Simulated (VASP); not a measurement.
# CaSiI6 (P-1) in VASP: single point with PBEsol

Aim: the single point of CaSiI6 with PBEsol.

All numbers are computed with VASP 6.6.1; they aren't measurements. Logs are shortened: lines on timing, memory, paths and dates and some standing lists are left out, and cuts for length are marked.

## 1. The cell of the first run

The typed cell holds 8 atoms: a = 7.053 Å, b = 7.060 Å, c = 7.727 Å, α = 62.73°, β = 89.94°, γ = 60.09°.

## 2. Single point, PBEsol

Input file INCAR:

```
ALGO = Normal ; EDIFF = 1E-6
ENCUT = 520 ; GGA = PS
ISIF = 2 ; ISMEAR = -1
LASPH = True ; LCHARG = True
LELF = True ; LREAL = False
LVHAR = True ; LWAVE = False
NBANDS = 38 ; NELM = 60
PREC = Accurate ; SIGMA = 0.03
```

Input file KPOINTS:

```
k-points
0
Gamma
  4 4 4
```

Input file POSCAR:

```
CaSiI6
1.0
    7.0529541520      0.0587195277     -0.0467711690
    3.4695345096      6.1470116165      0.1148139148
    0.0191386269      3.9312038356      6.6525871844
Ca Si I
1 1 6
Direct
    0.5000000000      0.0000000000      0.5000000000
    0.0000000000      0.0000000000      0.0000000000
    0.0490008797      0.1695252994      0.2321695817
    0.9509991203      0.8304747006      0.7678304183
    0.2191863443      0.1832903441      0.7679008545
    0.7808136557      0.8167096559      0.2320991455
    0.4011662343      0.5496659370      0.2319386577
    0.5988337657      0.4503340630      0.7680613423
```

Potentials or basis: VASP PAW PBE potentials, release 64 (Ca_sv, Si, I).

The run is started by

```
cat potpaw_PBE.64/Ca_sv/POTCAR potpaw_PBE.64/Si/POTCAR potpaw_PBE.64/I/POTCAR > POTCAR
mpirun -np 1 vasp_std > vasp.out
```

OUTCAR:

```text
EDIFF = 1E-6
   ENCUT = 520
   GGA = PS
   ISIF = 2
   ISMEAR = -1
   LASPH = True
   LREAL = False
   NELM = 60
   PREC = Accurate

 ion  position               nearest neighbor table
   1  0.500  0.000  0.500-   7 3.13   8 3.13   6 3.13   5 3.13   4 3.13   3 3.13
   2  0.000  0.000  0.000-   5 2.67   6 2.67   7 2.67   8 2.67   3 2.67   4 2.67
   3  0.049  0.170  0.232-   2 2.67   1 3.13
   4  0.951  0.830  0.768-   2 2.67   1 3.13
   5  0.219  0.183  0.768-   2 2.67   1 3.13
   6  0.781  0.817  0.232-   2 2.67   1 3.13
   7  0.401  0.550  0.232-   2 2.67   1 3.13
   8  0.599  0.450  0.768-   2 2.67   1 3.13

  LATTYP: Found a triclinic cell.
 ALAT       =     7.0595044983
 B/A-ratio  =     0.9991287147
 C/A-ratio  =     1.0945996443
 COS(alpha) =     0.0010031083
 COS(beta)  =     0.4582007361
 COS(gamma) =     0.4985832705

  Lattice vectors:

 A1 = (  -3.4695345096,  -6.1470116165,  -0.1148139148)
 A2 = (  -7.0529541520,  -0.0587195277,   0.0467711690)
 A3 = (  -0.0191386269,  -3.9312038356,  -6.6525871844)

Analysis of symmetry for initial positions (statically):
=====================================================================
 Subroutine PRICEL returns:
 Original cell was already a primitive cell.

 Routine SETGRP: Setting up the symmetry group for a
 triclinic supercell.

 Subroutine GETGRP returns: Found  2 space group operations
 (whereof  2 operations were pure point group operations)
 out of a pool of  2 trial point group operations.

The static configuration has the point symmetry S_2 .

Analysis of symmetry for dynamics (positions and initial velocities):
=====================================================================
 Subroutine PRICEL returns:
 Original cell was already a primitive cell.

 Routine SETGRP: Setting up the symmetry group for a
 triclinic supercell.

 Subroutine GETGRP returns: Found  2 space group operations
 (whereof  2 operations were pure point group operations)
 out of a pool of  2 trial point group operations.

The dynamic configuration has the point symmetry S_2 .

 Subroutine INISYM returns: Found  2 space group operations
 (whereof  2 operations are pure point group operations),
 and found     1 'primitive' translations

----------------------------------------------------------------------------------------

                                     Primitive cell

  volume of cell :     283.2492

  direct lattice vectors                    reciprocal lattice vectors
     7.052954152  0.058719528 -0.046771169     0.142779497 -0.081480145  0.047738188
     3.469534510  6.147011617  0.114813915    -0.002028263  0.165653752 -0.097883700
     0.019138627  3.931203836  6.652587184     0.001038819 -0.003431789  0.152342413

  length of vectors
     7.053353656  7.059504498  7.727331113     0.171183917  0.192422707  0.152384602

  position of ions in fractional coordinates (direct lattice)
     0.500000000  1.000000000  0.500000000
     0.000000000  0.000000000  0.000000000
     0.049000880  0.169525299  0.232169582
     0.950999120  0.830474701  0.767830418
     0.219186344  0.183290344  0.767900854
     0.780813656  0.816709656  0.232099146
     0.401166234  0.549665937  0.231938658
     0.598833766  0.450334063  0.768061342

  ion indices of the primitive-cell ions
   primitive index   ion index
                 1           1
                 2           2
                 3           3
                 4           4
                 5           5
                 6           6
                 7           7
                 8           8

----------------------------------------------------------------------------------------

 KPOINTS: k-points

Automatic generation of k-mesh.
 Grid dimensions read from file:
 generate k-points for:    4    4    4

 Generating k-lattice:

  Cartesian coordinates                     Fractional coordinates (reciprocal lattice)
     0.035694874 -0.020370036  0.011934547     0.250000000  0.000000000  0.000000000
    -0.000507066  0.041413438 -0.024470925    -0.000000000  0.250000000 -0.000000000
     0.000259705 -0.000857947  0.038085603     0.000000000  0.000000000  0.250000000

  Length of vectors
     0.042795979  0.048105677  0.038096151

  Shift w.r.t. Gamma in fractional coordinates (k-lattice)
     0.000000000  0.000000000  0.000000000

 Subroutine IBZKPT returns following result:
 ===========================================

 Found     36 irreducible k-points:

 Following reciprocal coordinates:
            Coordinates               Weight
  0.000000  0.000000  0.000000      1.000000
  0.250000  0.000000  0.000000      2.000000
  0.500000  0.000000  0.000000      1.000000
  0.000000  0.250000 -0.000000      2.000000
  0.250000  0.250000  0.000000      2.000000
  0.500000  0.250000  0.000000      2.000000
[... 16 lines left out ...]
 -0.000000 -0.250000  0.250000      2.000000
  0.250000 -0.250000  0.250000      2.000000
 [... further k-points ...]
   k-points           NKPTS =     36   k-points in BZ     NKDIM =     36   number of bands    NBANDS=     38
   number of dos      NEDOS =    301   number of ions     NIONS =      8
   total plane-waves  NPLWV = 174960
   dimension x,y,z NGX =    54 NGY =   54 NGZ =   60
   dimension x,y,z NGXF=   108 NGYF=  108 NGZF=  120
   ions per type =               1   1   6
   NGX,Y,Z   is equivalent  to a cutoff of  12.73, 12.72, 12.91 a.u.
   NGXF,Y,Z  is equivalent  to a cutoff of  25.46, 25.43, 25.82 a.u.
 SYSTEM =  unknown system
   PREC   = accura    normal or accurate (medium, high low for compatibility)
   ISTART =      0    job   : 0-new  1-cont  2-samecut
   ICHARG =      2    charge: 1-file 2-atom 10-const
   ISPIN  =      1    spin polarized calculation?
   LNONCOLLINEAR =      F non collinear calculations
   LSORBIT =      F    spin-orbit coupling
   LASPH  =      T    aspherical Exc in radial PAW
   ENCUT  =  520.0 eV  38.22 Ry    6.18 a.u.  13.11 13.13 14.37*2*pi/ulx,y,z
   NELM   =     60;   NELMIN=  2; NELMDL= -5     # of ELM steps
   EDIFF  = 0.1E-05   stopping-criterion for ELM
   LREAL  =      F    real-space projection
   EDIFFG = 0.1E-04   stopping-criterion for IOM
   NSW    =      0    number of steps for IOM
   IBRION =     -1    ionic relax: 0-MD 1-quasi-New 2-CG
   NFREE  =      0    steps in history (QN), initial steepest desc. (CG)
   ISIF   =      2    stress and relaxation
   ISYM   =      2    0-nonsym 1-usesym 2-fastsym
   POTIM  = 0.5000    time-step for ionic-motion
   TEBEG  =    0.0;   TEEND  =   0.0 temperature during run
   PSTRESS=    0.0 pullay stress
   NELECT =      56.0000    total number of electrons
   NUPDOWN=      -1.0000    fix difference up-down
   EMIN   =  10.00;   EMAX   =-10.00  energy-range for DOS
   EFERMI =   0.00;   METHOD = LEGACY
   ISMEAR =    -1;   SIGMA  =   0.03  broadening in eV -4-tet -1-fermi 0-gaus
   EFERMI_NEDOS =   21; number of points for ismear=-14 and -15
   IALGO  =     38    algorithm
   IMIX   =      4    mixing-type and parameters
     AMIX     =   0.40;   BMIX     =  1.00
     AMIX_MAG =   1.60;   BMIX_MAG =  1.00
  volume/ion in A,a.u.               =      35.41       238.93
  Fermi-wavevector in a.u.,A,eV,Ry     =   0.953706  1.802243 12.375255  0.909556
  Thomas-Fermi vector in A             =   2.082386
   LORBIT       =      0    0 simple, 1 ext, 2 COOP (PROOUT), +10 PAW based schemes
   GGA     = PS    functional components
   LHFCALC =     F    Hartree Fock is set to
   AEXX    =    0.0000 exact exchange contribution
   IVDW    =     0    specifies the selected vdW correction
   LEPSILON=     F    determine dielectric tensor
   LRPA    =     F    only Hartree local field effects (RPA)
 non-spin polarized calculation
  energy-cutoff  :      520.00
  volume of cell :      283.25
 maximum number of plane-waves:      7650
 NGX is ok and might be reduce to    54
   NGX = 27   NGY = 27   NGZ = 29

 number of electron      56.0000001 magnetization

 Free energy of the ion-electron system (eV)
  ---------------------------------------------------
  ext. energy  EPLUGINS =         0.00000000
  ---------------------------------------------------
  free energy    TOTEN  =       -23.30487487 eV

  energy without entropy =      -23.30487377  energy(sigma->0) =      -23.30487432

 E-fermi :   3.5507     XC(G=0):  -8.6650

 val. band max:        3.2411867472   @ k =   0.0000   0.0000   0.0000
 cond. band min:       3.9100345638   @ k =  -0.2500   0.5000   0.2500
 fundamental gap:      0.6688478167
 Fermi energy:         3.5506986293

 k-point     1 :       0.0000    0.0000    0.0000
  band No.  band energies     occupation
      1     -37.1009      2.00000
      2     -18.2073      2.00000
      3     -18.2065      2.00000
      4     -18.1817      2.00000
      5      -9.9149      2.00000
      6      -8.6574      2.00000
[... 30 lines left out ...]
     37       8.0499      0.00000
     38       8.3863      0.00000

 k-point     2 :       0.2500    0.0000    0.0000
  band No.  band energies     occupation
      1     -37.1009      2.00000
      2     -18.2074      2.00000
      3     -18.2066      2.00000
      4     -18.1817      2.00000
      5      -9.8074      2.00000
      6      -8.7202      2.00000
[... 30 lines left out ...]
     37       8.2773      0.00000
     38       8.8220      0.00000

 k-point     3 :       0.5000    0.0000    0.0000
  band No.  band energies     occupation
      1     -37.1009      2.00000
      2     -18.2074      2.00000
      3     -18.2068      2.00000
      4     -18.1816      2.00000
      5      -9.6582      2.00000
      6      -8.9297      2.00000
[... 30 lines left out ...]
     37       8.7727      0.00000
[... 781 lines left out ...]
 k-point    23 :      -0.0000   -0.2500    0.2500
  band No.  band energies     occupation
      1     -37.1009      2.00000
      2     -18.2074      2.00000
      3     -18.2066      2.00000
      4     -18.1817      2.00000
      5      -9.6861      2.00000
      6      -8.8610      2.00000
[... 30 lines left out ...]
     37       8.5941      0.00000
     38       8.7931      0.00000

 k-point    24 :       0.2500   -0.2500    0.2500
  band No.  band energies     occupation
      1     -37.1009      2.00000
      2     -18.2074      2.00000
      3     -18.2067      2.00000
      4     -18.1817      2.00000
      5      -9.6073      2.00000
      6      -8.8188      2.00000
[... 30 lines left out ...]
     37       8.2804      0.00000
     38       9.0254      0.00000

 [... further k-points ...]
[... 5 lines left out ...]
  --------------------------------------------------------------------------------------
  -------------------------------------------------------------------------------------
  Total        0.1379831      0.1146153      0.1318834     -0.0027678     -0.0183699     -0.0098557
  in kB        0.7804911      0.6483129      0.7459887     -0.0156558     -0.1039081     -0.0557482
  external PRESSURE =       0.7249309 kB  Pullay stress =       0.0000000 kB

 VOLUME and BASIS-vectors are now :
 -----------------------------------------------------------------------------
  energy-cutoff  :      520.00
  volume of cell :      283.25
      direct lattice vectors                 reciprocal lattice vectors
     7.052954152  0.058719528 -0.046771169     0.142779497 -0.081480145  0.047738188
     3.469534510  6.147011617  0.114813915    -0.002028263  0.165653752 -0.097883700
     0.019138627  3.931203836  6.652587184     0.001038819 -0.003431789  0.152342413

 POSITION                                       TOTAL-FORCE (eV/Angst)
 -----------------------------------------------------------------------------------
      3.53605      1.99496      3.30291        -0.000000     -0.000000     -0.000000
      0.00000      0.00000      0.00000         0.000000     -0.000000     -0.000000
      0.93822      1.95766      1.56170         0.000669     -0.004356     -0.002023
      9.60341      8.17928      5.15893        -0.000669      0.004356      0.002023
      2.19654      4.15833      5.11932        -0.002517     -0.000574     -0.000439
      8.34509      5.97860      1.60131         0.002517      0.000574      0.000439
      4.74093      4.31416      1.58734         0.003203     -0.002037      0.003587
      5.80070      5.82278      5.13329        -0.003203      0.002037     -0.003587
 -----------------------------------------------------------------------------------
    total drift:                               -0.000000      0.000000      0.000000

  FREE ENERGIE OF THE ION-ELECTRON SYSTEM (eV)
  ---------------------------------------------------
  free  energy   TOTEN  =       -23.3048748671 eV

  energy  without entropy=      -23.3048737725  energy(sigma->0) =      -23.30487432
```

Run time: 3.9 min. Hardware: 1 thread of Intel Xeon 6975P-C (Granite Rapids), shared host; peak memory 0.64 GiB.

What came out:

```
Free energy            : -23.3049 eV
Pressure               : 0.1 GPa
Largest force          : 0.005 eV/Å
Band gap on the k mesh : 0.67 eV (least direct gap 0.71 eV)
```

Forces in eV/Å, atoms in the order of the input:
```
Ca   0.000  0.000  0.000
Si   0.000  0.000  0.000
I    0.001 -0.004 -0.002
I   -0.001  0.004  0.002
I   -0.003 -0.001  0.000
I    0.003  0.001  0.000
I    0.003 -0.002  0.004
I   -0.003  0.002 -0.004
```

Levels at points of the mesh, in eV from the valence-band top:
```csv
k point,band 25,band 26,band 27,band 28,band 29,band 30,band 31,band 32
"(0.00, 0.00, 0.00)",-0.40,-0.12,-0.11,0.00,0.71,3.51,3.65,3.66
"(0.50, 0.00, 0.00)",-0.73,-0.54,-0.26,-0.20,0.89,2.90,3.13,3.50
"(0.00, 0.50, 0.00)",-0.92,-0.63,-0.44,-0.32,0.78,3.56,3.62,4.04
"(0.50, 0.50, 0.00)",-0.72,-0.53,-0.27,-0.20,0.88,2.90,3.13,3.50
"(0.00, 0.00, 0.50)",-0.43,-0.43,-0.23,-0.22,0.84,3.24,3.24,3.63
"(0.50, 0.00, 0.50)",-0.92,-0.62,-0.45,-0.32,0.78,3.56,3.62,4.04
"(0.00, 0.50, 0.50)",-0.72,-0.54,-0.26,-0.19,0.88,2.91,3.13,3.50
"(0.50, 0.50, 0.50)",-0.93,-0.63,-0.44,-0.31,0.78,3.57,3.62,4.04
```

Caveat: the PAW data sets were made with another functional, which shifts forces and pressure a little; spin-orbit coupling is left out, which moves the levels of the heavy elements.
